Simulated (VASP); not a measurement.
A run of VASP 6.6.1 is set up as follows.

File POSCAR:

```
SiO2
1.0
    5.0596778151      0.0000000000      0.0000000000
   -2.5298389075      4.3818095228      0.0000000000
    0.0000000000      0.0000000000      5.5410855823
Si O
3 6
Direct
    0.0000000000      0.5000000000      0.3333333333
    0.5000000000      0.5000000000      0.6666666667
    0.5000000000      0.0000000000      0.0000000000
    0.5834989535      0.7917494768      0.8333333333
    0.7917494768      0.5834989535      0.5000000000
    0.7917494768      0.2082505232      0.1666666667
    0.4165010465      0.2082505232      0.8333333333
    0.2082505232      0.4165010465      0.5000000000
    0.2082505232      0.7917494768      0.1666666667
```

File INCAR.step1:

```
SYSTEM = SiO2
PREC = Accurate ; ENCUT = 520
ISMEAR = 0 ; SIGMA = 0.02
LREAL = .FALSE. ; LASPH = .TRUE.
NELM = 60 ; NBANDS = 34
GGA = PE ; ALGO = Normal
EDIFF = 1E-4 ; LWAVE = .TRUE.
LCHARG = .FALSE.
```

File INCAR.step2:

```
SYSTEM = SiO2
PREC = Accurate ; ENCUT = 520
EDIFF = 1E-7 ; ISMEAR = 0
SIGMA = 0.02 ; LREAL = .FALSE.
LASPH = .TRUE. ; NELM = 60
ALGO = Normal ; ISIF = 2
LWAVE = .FALSE. ; LCHARG = .FALSE.
METAGGA = R2SCAN ; LMIXTAU = .TRUE.
NBANDS = 34 ; ISTART = 1
```

The input KPOINTS:

```
Automatic mesh
0
G
  6 6 4
  0 0 0
```

Potentials or basis: VASP PAW PBE potentials, release 64 (Si, O).

Launch:

```sh
$ cat potpaw_PBE.64/Si/POTCAR potpaw_PBE.64/O/POTCAR > POTCAR
$ cp INCAR.step1 INCAR
$ mpirun -np 1 vasp_std > vasp.out
$ cp INCAR.step2 INCAR
$ mpirun -np 1 vasp_std > vasp.out
```

Q: What does it give for the pressure?

A: 0.1 GPa.

Q: What does it give for the largest force?

A: 0.012 eV/Å.

Forces on the atoms (eV/Å):
```
Si   0.000  0.000  0.000
Si   0.000  0.000  0.000
Si   0.000  0.000  0.000
O   -0.011 -0.006  0.000
O    0.000 -0.012  0.000
O   -0.011  0.006  0.000
O    0.011  0.006  0.000
O    0.000  0.012  0.000
O    0.011 -0.006  0.000
```

Caveat: the PAW data sets were made with another functional, which shifts forces and pressure a little.
